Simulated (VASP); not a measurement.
# IrS (F-43m) in VASP: settings compared

Aim: see how the results for IrS move with the level of theory and the settings. Levels: PBE, r2SCAN. Tasks: single point.

Program: VASP 6.6.1. These are calculated values, not measurements. Logs are shortened: lines on timing, memory, paths and dates and some standing lists are left out, and cuts for length are marked.

### 1 The cell of the first run

It takes space group F-43m (No. 216, cubic). The conventional cell has a = 5.393 Å, b = 5.393 Å, c = 5.393 Å, α = 90.00°, β = 90.00°, γ = 90.00°. Within 3.1 Å of Ir (site symmetry -43m) lie 4 S at 2.34 Å. Within 3.1 Å of S (site symmetry -43m) lie 4 Ir at 2.34 Å.

### 2 Single point, PBE (19.61 Å³/atom)

INCAR

```
PREC = Accurate
ENCUT = 520
EDIFF = 1E-7
ISMEAR = 0
SIGMA = 0.05
LREAL = False
LASPH = True
NELM = 60
ALGO = Normal
ISIF = 2
LWAVE = False
LCHARG = False
GGA = PE
NBANDS = 14
```

KPOINTS

```
regular mesh
0
Gamma
  10 10 10
```

POSCAR

```
IrS
1.0
    0.0000000000      2.6966292172      2.6966292172
    2.6966292172      0.0000000000      2.6966292172
    2.6966292172      2.6966292172      0.0000000000
Ir S
1 1
Direct
    0.0000000000      0.0000000000      0.0000000000
    0.2500000000      0.2500000000      0.2500000000
```

Potentials or basis: VASP PAW PBE potentials, release 64 (Ir, S).

Started as:

```console
> cat potpaw_PBE.64/Ir/POTCAR potpaw_PBE.64/S/POTCAR > POTCAR
> mpirun -np 1 vasp_std > vasp.out
```

OUTCAR:

```text
PREC = Accurate
   ENCUT = 520
   EDIFF = 1E-7
   ISMEAR = 0
   LREAL = False
   LASPH = True
   NELM = 60
   ISIF = 2
   GGA = PE

 ion  position               nearest neighbor table
   1  0.000  0.000  0.000-   2 2.34   2 2.34   2 2.34   2 2.34
   2  0.250  0.250  0.250-   1 2.34   1 2.34   1 2.34   1 2.34

  LATTYP: Found a face centered cubic cell.
 ALAT       =     5.3932584344

  Lattice vectors:

 A1 = (   0.0000000000,   2.6966292172,   2.6966292172)
 A2 = (   2.6966292172,   0.0000000000,   2.6966292172)
 A3 = (   2.6966292172,   2.6966292172,   0.0000000000)

Analysis of symmetry for initial positions (statically):
=====================================================================
 Subroutine PRICEL returns:
 Original cell was already a primitive cell.

 Routine SETGRP: Setting up the symmetry group for a
 face centered cubic supercell.

 Subroutine GETGRP returns: Found 24 space group operations
 (whereof 24 operations were pure point group operations)
 out of a pool of 48 trial point group operations.

The static configuration has the point symmetry T_d .

Analysis of symmetry for dynamics (positions and initial velocities):
=====================================================================
 Subroutine PRICEL returns:
 Original cell was already a primitive cell.

 Routine SETGRP: Setting up the symmetry group for a
 face centered cubic supercell.

 Subroutine GETGRP returns: Found 24 space group operations
 (whereof 24 operations were pure point group operations)
 out of a pool of 48 trial point group operations.

The dynamic configuration has the point symmetry T_d .

 Subroutine INISYM returns: Found 24 space group operations
 (whereof 24 operations are pure point group operations),
 and found     1 'primitive' translations

----------------------------------------------------------------------------------------

                                     Primitive cell

  volume of cell :      39.2187

  direct lattice vectors                    reciprocal lattice vectors
     0.000000000  2.696629217  2.696629217    -0.185416666  0.185416666  0.185416666
     2.696629217  0.000000000  2.696629217     0.185416666 -0.185416666  0.185416666
     2.696629217  2.696629217  0.000000000     0.185416666  0.185416666 -0.185416666

  length of vectors
     3.813609612  3.813609612  3.813609612     0.321151087  0.321151087  0.321151087

  position of ions in fractional coordinates (direct lattice)
     0.000000000  0.000000000  0.000000000
     0.250000000  0.250000000  0.250000000

  ion indices of the primitive-cell ions
   primitive index   ion index
                 1           1
                 2           2

----------------------------------------------------------------------------------------

 KPOINTS: regular mesh

Automatic generation of k-mesh.
 Grid dimensions read from file:
 generate k-points for:   10   10   10

 Generating k-lattice:

  Cartesian coordinates                     Fractional coordinates (reciprocal lattice)
    -0.018541667  0.018541667  0.018541667     0.100000000  0.000000000  0.000000000
     0.018541667 -0.018541667  0.018541667     0.000000000  0.100000000  0.000000000
     0.018541667  0.018541667 -0.018541667     0.000000000  0.000000000  0.100000000

  Length of vectors
     0.032115109  0.032115109  0.032115109

  Shift w.r.t. Gamma in fractional coordinates (k-lattice)
     0.000000000  0.000000000  0.000000000

 Subroutine IBZKPT returns following result:
 ===========================================

 Found     47 irreducible k-points:

 Following reciprocal coordinates:
            Coordinates               Weight
  0.000000  0.000000  0.000000      1.000000
  0.100000  0.000000  0.000000      8.000000
  0.200000  0.000000  0.000000      8.000000
  0.300000  0.000000  0.000000      8.000000
  0.400000  0.000000  0.000000      8.000000
  0.500000  0.000000  0.000000      4.000000
[... 16 lines left out ...]
  0.300000  0.300000  0.000000      6.000000
  0.400000  0.300000  0.000000     24.000000
 [... further k-points ...]
   k-points           NKPTS =     47   k-points in BZ     NKDIM =     47   number of bands    NBANDS=     14
   number of dos      NEDOS =    301   number of ions     NIONS =      2
   total plane-waves  NPLWV =  21952
   dimension x,y,z NGX =    28 NGY =   28 NGZ =   28
   dimension x,y,z NGXF=    56 NGYF=   56 NGZF=   56
   ions per type =               1   1
   NGX,Y,Z   is equivalent  to a cutoff of  12.21, 12.21, 12.21 a.u.
   NGXF,Y,Z  is equivalent  to a cutoff of  24.41, 24.41, 24.41 a.u.
 SYSTEM =  unknown system
   PREC   = accura    normal or accurate (medium, high low for compatibility)
   ISTART =      0    job   : 0-new  1-cont  2-samecut
   ICHARG =      2    charge: 1-file 2-atom 10-const
   ISPIN  =      1    spin polarized calculation?
   LNONCOLLINEAR =      F non collinear calculations
   LSORBIT =      F    spin-orbit coupling
   LASPH  =      T    aspherical Exc in radial PAW
   ENCUT  =  520.0 eV  38.22 Ry    6.18 a.u.   7.09  7.09  7.09*2*pi/ulx,y,z
   NELM   =     60;   NELMIN=  2; NELMDL= -5     # of ELM steps
   EDIFF  = 0.1E-06   stopping-criterion for ELM
   LREAL  =      F    real-space projection
   EDIFFG = 0.1E-05   stopping-criterion for IOM
   NSW    =      0    number of steps for IOM
   IBRION =     -1    ionic relax: 0-MD 1-quasi-New 2-CG
   NFREE  =      0    steps in history (QN), initial steepest desc. (CG)
   ISIF   =      2    stress and relaxation
   ISYM   =      2    0-nonsym 1-usesym 2-fastsym
   POTIM  = 0.5000    time-step for ionic-motion
   TEBEG  =    0.0;   TEEND  =   0.0 temperature during run
   PSTRESS=    0.0 pullay stress
   NELECT =      15.0000    total number of electrons
   NUPDOWN=      -1.0000    fix difference up-down
   EMIN   =  10.00;   EMAX   =-10.00  energy-range for DOS
   EFERMI =   0.00;   METHOD = LEGACY
   ISMEAR =     0;   SIGMA  =   0.05  broadening in eV -4-tet -1-fermi 0-gaus
   EFERMI_NEDOS =   21; number of points for ismear=-14 and -15
   IALGO  =     38    algorithm
   IMIX   =      4    mixing-type and parameters
     AMIX     =   0.40;   BMIX     =  1.00
     AMIX_MAG =   1.60;   BMIX_MAG =  1.00
  volume/ion in A,a.u.               =      19.61       132.33
  Fermi-wavevector in a.u.,A,eV,Ry     =   1.188340  2.245637 19.213491  1.412152
  Thomas-Fermi vector in A             =   2.324472
   LORBIT       =      0    0 simple, 1 ext, 2 COOP (PROOUT), +10 PAW based schemes
   GGA     = PE    functional components
   LHFCALC =     F    Hartree Fock is set to
   AEXX    =    0.0000 exact exchange contribution
   IVDW    =     0    specifies the selected vdW correction
   LEPSILON=     F    determine dielectric tensor
   LRPA    =     F    only Hartree local field effects (RPA)
 non-spin polarized calculation
 Gauss-broadening in eV      SIGMA  =   0.05
  energy-cutoff  :      520.00
  volume of cell :       39.22
 maximum number of plane-waves:      1073
   NGX = 15   NGY = 15   NGZ = 15

 number of electron      14.9999999 magnetization

 Free energy of the ion-electron system (eV)
  ---------------------------------------------------
  ext. energy  EPLUGINS =         0.00000000
  ---------------------------------------------------
  free energy    TOTEN  =       -12.68992113 eV

  energy without entropy =      -12.68798889  energy(sigma->0) =      -12.68895501

 E-fermi :   6.1145     XC(G=0): -10.6726

 val. band max:        6.1113692963   @ k =  -0.4000   0.4000   0.1000
 cond. band min:       6.1787070468   @ k =   0.3000   0.2000   0.0000
 fundamental gap:      0.0673377504
 Fermi energy:         6.1144503316

 k-point     1 :       0.0000    0.0000    0.0000
  band No.  band energies     occupation
      1      -9.4577      2.00000
      2      -0.2874      2.00000
      3      -0.2874      2.00000
      4      -0.2874      2.00000
      5       3.5047      2.00000
      6       3.5047      2.00000
      7       6.8506      0.00000
      8       8.8209      0.00000
      9       8.8209      0.00000
     10       8.8209      0.00000
     11      12.9762      0.00000
     12      12.9762      0.00000
     13      12.9762      0.00000
     14      18.9070      0.00000

 k-point     2 :       0.1000    0.0000    0.0000
  band No.  band energies     occupation
      1      -9.3833      2.00000
      2      -0.3921      2.00000
      3      -0.2409      2.00000
      4      -0.2409      2.00000
      5       3.4809      2.00000
      6       3.4809      2.00000
      7       7.0644      0.00000
      8       8.4791      0.00000
      9       8.7001      0.00000
     10       8.7001      0.00000
     11      12.6236      0.00000
     12      13.1225      0.00000
     13      13.1225      0.00000
     14      18.8387      0.00000

 k-point     3 :       0.2000    0.0000    0.0000
  band No.  band energies     occupation
      1      -9.1833      2.00000
      2      -0.6103      2.00000
      3      -0.1240      2.00000
      4      -0.1240      2.00000
      5       3.4582      2.00000
      6       3.4582      2.00000
      7       6.7762      0.00000
      8       8.3215      0.00000
      9       8.3215      0.00000
     10       8.3723      0.00000
     11      12.2063      0.00000
     12      13.5137      0.00000
     13      13.5137      0.00000
     14      18.3265      0.00000

 k-point     4 :       0.3000    0.0000    0.0000
  band No.  band energies     occupation
      1      -8.9251      2.00000
      2      -0.7755      2.00000
      3       0.0064      2.00000
      4       0.0064      2.00000
      5       3.5283      2.00000
      6       3.5283      2.00000
      7       5.5267      2.00000
      8       7.7348      0.00000
      9       7.7348      0.00000
     10       8.9309      0.00000
     11      12.4507      0.00000
     12      13.9716      0.00000
     13      13.9716      0.00000
     14      18.3217      0.00000

 k-point     5 :       0.4000    0.0000    0.0000
  band No.  band energies     occupation
      1      -8.7071      2.00000
      2      -0.8147      2.00000
      3       0.0958      2.00000
      4       0.0958      2.00000
      5       3.7014      2.00000
      6       3.7014      2.00000
      7       4.4430      2.00000
      8       7.1454      0.00000
      9       7.1454      0.00000
     10       9.1631      0.00000
     11      13.4322      0.00000
[... 276 lines left out ...]
 k-point    22 :      -0.2000    0.2000    0.0000
  band No.  band energies     occupation
      1      -8.8360      2.00000
      2      -0.7502      2.00000
      3      -0.0195      2.00000
      4       0.0891      2.00000
      5       3.2403      2.00000
      6       3.7672      2.00000
      7       5.4789      2.00000
      8       6.4599      0.00000
      9       8.0467      0.00000
     10       9.8990      0.00000
     11      12.5357      0.00000
     12      13.2022      0.00000
     13      13.9598      0.00000
     14      17.7951      0.00000

 k-point    23 :       0.3000    0.3000    0.0000
  band No.  band energies     occupation
      1      -8.7442      2.00000
      2      -1.1576      2.00000
      3       0.3866      2.00000
      4       0.3866      2.00000
      5       2.8151      2.00000
      6       3.9779      2.00000
      7       6.2200      0.00282
      8       6.3446      0.00000
      9       6.3446      0.00000
     10      10.0771      0.00000
     11      11.5769      0.00000
     12      15.4143      0.00000
     13      15.4143      0.00000
     14      15.8790      0.00000

 k-point    24 :       0.4000    0.3000    0.0000
  band No.  band energies     occupation
      1      -8.5705      2.00000
      2      -1.2026      2.00000
      3       0.5080      2.00000
      4       0.5571      2.00000
      5       2.8818      2.00000
      6       4.0603      2.00000
      7       4.9395      2.00000
      8       5.9099      2.00000
      9       6.2258      0.00164
     10      10.8075      0.00000
     11      11.8095      0.00000
     12      14.9674      0.00000
     13      15.7963      0.00000
     14      16.9443      0.00000

 [... further k-points ...]

------------------------ aborting loop because EDIFF is reached ----------------------------------------

  FORCE on cell =-STRESS in cart. coord.  units (eV):
  Direction    XX          YY          ZZ          XY          YZ          ZX
  --------------------------------------------------------------------------------------
  -------------------------------------------------------------------------------------
  Total       -2.0589624     -2.0589624     -2.0589624      0.0000000     -0.0000000     -0.0000000
  in kB      -84.1134209    -84.1134209    -84.1134209      0.0000000     -0.0000000     -0.0000000
  external PRESSURE =     -84.1134209 kB  Pullay stress =       0.0000000 kB

 VOLUME and BASIS-vectors are now :
 -----------------------------------------------------------------------------
  energy-cutoff  :      520.00
  volume of cell :       39.22
      direct lattice vectors                 reciprocal lattice vectors
     0.000000000  2.696629217  2.696629217    -0.185416666  0.185416666  0.185416666
     2.696629217  0.000000000  2.696629217     0.185416666 -0.185416666  0.185416666
     2.696629217  2.696629217  0.000000000     0.185416666  0.185416666 -0.185416666

 POSITION                                       TOTAL-FORCE (eV/Angst)
 -----------------------------------------------------------------------------------
      0.00000      0.00000      0.00000        -0.000000      0.000000     -0.000000
      1.34831      1.34831      1.34831         0.000000     -0.000000      0.000000
 -----------------------------------------------------------------------------------
    total drift:                                0.000000      0.000000      0.000000

  FREE ENERGIE OF THE ION-ELECTRON SYSTEM (eV)
  ---------------------------------------------------
  free  energy   TOTEN  =       -12.6899211339 eV

  energy  without entropy=      -12.6879888945  energy(sigma->0) =      -12.68895501
```

Run time: 39 s. Hardware: 1 thread of Intel Xeon 8259CL, shared host; peak memory 0.18 GiB.

What came out:

```
Free energy            : -12.6899 eV
Pressure               : -8.4 GPa
Band gap on the k mesh : zero (an odd number of electrons rules out a gap without spin polarisation)
```

Caveat: the cell stands under tension; spin-orbit coupling is left out, which moves the levels of the heavy elements.

### 3 Single point, PBE (20.16 Å³/atom)

This run uses another cell than the first one, of 20.16 Å³/atom.

INCAR

```
SYSTEM = IrS
  PREC = Accurate
  ENCUT = 520
  EDIFF = 1E-6
  ISMEAR = 0
  SIGMA = 0.05
  LREAL = .FALSE.
  LASPH = .TRUE.
  NELM = 60
  ALGO = Normal
  ISIF = 2
  LWAVE = .FALSE.
  LCHARG = .FALSE.
  GGA = PE
  NBANDS = 14
```

KPOINTS

```
regular mesh
0
G
  10 10 10
  0 0 0
```

POSCAR

```
IrS
1.0
    0.0000000000      2.7215994270      2.7215994270
    2.7215994270      0.0000000000      2.7215994270
    2.7215994270      2.7215994270      0.0000000000
Ir S
1 1
Direct
    0.0000000000      0.0000000000      0.0000000000
    0.2500000000      0.2500000000      0.2500000000
```

Potentials or basis: VASP PAW PBE potentials, release 64 (Ir, S).

Started as:

```console
> cat potpaw_PBE.64/Ir/POTCAR potpaw_PBE.64/S/POTCAR > POTCAR
> mpirun -np 1 vasp_std > vasp.out
```

Run time: 48 s. Hardware: 1 thread of Intel Xeon 8259CL, shared host; peak memory 0.19 GiB.

It converged, with:

- Free energy: -12.6227 eV
- Pressure: -11.2 GPa
- Band gap on the k mesh: zero (an odd number of electrons rules out a gap without spin polarisation)

Levels at points of the mesh, in eV from the Fermi level:
```csv
k point,band 3,band 4,band 5,band 6,band 7,band 8,band 9,band 10,band 11,band 12
"(0.00, 0.00, 0.00)",-6.21,-6.21,-2.49,-2.49,0.68,2.60,2.60,2.60,6.83,6.83
"(0.50, 0.00, 0.00)",-5.81,-5.81,-2.20,-2.20,-2.01,0.75,0.75,3.03,7.86,8.18
"(0.50, 0.50, 0.00)",-5.03,-5.03,-2.81,-2.10,-1.78,-1.00,-1.00,5.24,5.88,9.46
```

Caveat: the cell stands under tension; spin-orbit coupling is left out, which moves the levels of the heavy elements.

### 4 Single point, r2SCAN

This run uses another cell than the first one, of 18.33 Å³/atom.

POSCAR

```
IrS
1.0
    0.0000000000      2.6364931245      2.6364931245
    2.6364931245      0.0000000000      2.6364931245
    2.6364931245      2.6364931245      0.0000000000
Ir S
1 1
Direct
    0.0000000000      0.0000000000      0.0000000000
    0.2500000000      0.2500000000      0.2500000000
```

INCAR.step1

```
SYSTEM = IrS
PREC     = Accurate       ! precision mode
ENCUT    = 520            ! plane-wave cutoff, eV
ISMEAR   = 0              ! smearing method
SIGMA    = 0.05           ! smearing width, eV
LREAL    = .False.        ! projectors in reciprocal space
LASPH    = .True.         ! aspherical terms in the spheres
NELM     = 100            ! most SCF steps
NBANDS   = 14             ! bands
GGA      = PE             ! functional
ALGO     = Normal         ! electronic algorithm
EDIFF    = 1E-4           ! SCF threshold, eV
LWAVE    = .True.         ! write WAVECAR
LCHARG   = .False.        ! write CHGCAR
```

INCAR.step2

```
SYSTEM = IrS
PREC     = Accurate       ! precision mode
ENCUT    = 520            ! plane-wave cutoff, eV
EDIFF    = 1E-6           ! SCF threshold, eV
ISMEAR   = 0              ! smearing method
SIGMA    = 0.05           ! smearing width, eV
LREAL    = .False.        ! projectors in reciprocal space
LASPH    = .True.         ! aspherical terms in the spheres
NELM     = 100            ! most SCF steps
ALGO     = Normal         ! electronic algorithm
ISIF     = 2              ! what is computed and relaxed
LWAVE    = .False.        ! write WAVECAR
LCHARG   = .False.        ! write CHGCAR
METAGGA  = R2SCAN         ! meta-GGA
LMIXTAU  = .True.       
NBANDS   = 14             ! bands
ISTART   = 1
```

KPOINTS

```
regular mesh
0
Gamma
  10 10 10
  0 0 0
```

Started as:

```console
> cat potpaw_PBE.64/Ir/POTCAR potpaw_PBE.64/S/POTCAR > POTCAR
> cp INCAR.step1 INCAR
> mpirun -np 1 vasp_std > vasp.out
> cp INCAR.step2 INCAR
> mpirun -np 1 vasp_std > vasp.out
```

Wall time 2 min (1 thread of Intel Xeon 8259CL, shared host); peak memory 0.18 GiB.

It converged, with:

```yaml
Free_energy: -60.2944 eV
Pressure: -2.4 GPa
Band_gap_on_the_k_mesh: zero (an odd number of electrons rules out a gap without spin polarisation)
```

Levels at points of the mesh, in eV from the Fermi level:
```csv
k point,band 4,band 5,band 6,band 7,band 8,band 9,band 10,band 11
"(0.00, 0.00, 0.00)",-7.24,-3.11,-3.11,1.23,3.14,3.14,3.14,7.29
"(0.50, 0.00, 0.00)",-6.78,-2.72,-2.72,-2.38,0.86,0.86,3.51,8.86
"(0.50, 0.50, 0.00)",-5.78,-3.39,-2.53,-2.21,-1.24,-1.24,6.04,6.62
```

Caveat: the PAW data sets were made with another functional, which shifts forces and pressure a little; spin-orbit coupling is left out, which moves the levels of the heavy elements.

### 5 The runs side by side

```csv
level,cell,gap on the mesh (eV),pressure (GPa)
PBE,"a = 3.814 Å, angles 60.0°, 2 atoms",none,-8.4
PBE,"a = 3.849 Å, angles 60.0°, 2 atoms",none,-11.2
r2SCAN,"a = 3.729 Å, angles 60.0°, 2 atoms",none,-2.4
```

Alike in all rows: task single point; potentials or basis VASP PAW PBE potentials, release 64 (Ir, S); no spin polarisation; k mesh 10 × 10 × 10; cutoff (eV) 520; smearing gaussian 0.05 eV.

Caveats: spin-orbit coupling is left out, which moves the levels of the heavy elements; the cell stands under tension (at least some runs); the PAW data sets were made with another functional, which shifts forces and pressure a little (at least some runs).

Total energies depend on the potentials used, so only differences within one code and one set of settings carry meaning.
